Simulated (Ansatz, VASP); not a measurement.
## One calculation of PtSe2, two programs

```
Pt Se
1.0
     4.74704    0.00000    0.00000
     0.00000    4.74704    0.00000
     0.00000    0.00000    3.77900
Pt Se
1 2
Direct
  0.50000 0.50000 0.00000
  0.00000 0.00000 0.26803
  0.00000 0.00000 0.73197
```

Alike in both runs: task single point; functional PBE; k mesh 4 × 4 × 4; occupations gaussian, width 0.1 eV; no spin polarisation.

```csv
,VASP,Ansatz
version,VASP 6.6.1,Ansatz 0.2.0
potentials or method,"VASP PAW PBE potentials, release 64 (Pt, Se), cutoff 520 eV","scalar-relativistic, plane waves, PAW"
valence electrons in the cell,22,50
```

VASP gave:

| Item | Value |
| --- | --- |
| gap on the k mesh at the Fermi level (eV) | none |
| rms of the force components (eV/Å) | 7.789 |

Which values does Ansatz return?

gap on the k mesh at the Fermi level (eV): none; rms of the force components (eV/Å): 7.263.

Atom by atom the forces differ by 0.525 eV/Å (rms over components). A gap of «none» marks a metal or a gap that the smearing closes. VASP's potentials hold 22 valence electrons a cell and Ansatz's 50, so a difference there can come from the potentials and not from the codes.

The k mesh is coarse, so the values compare programs but aren't converged. Spin-orbit coupling is off throughout.
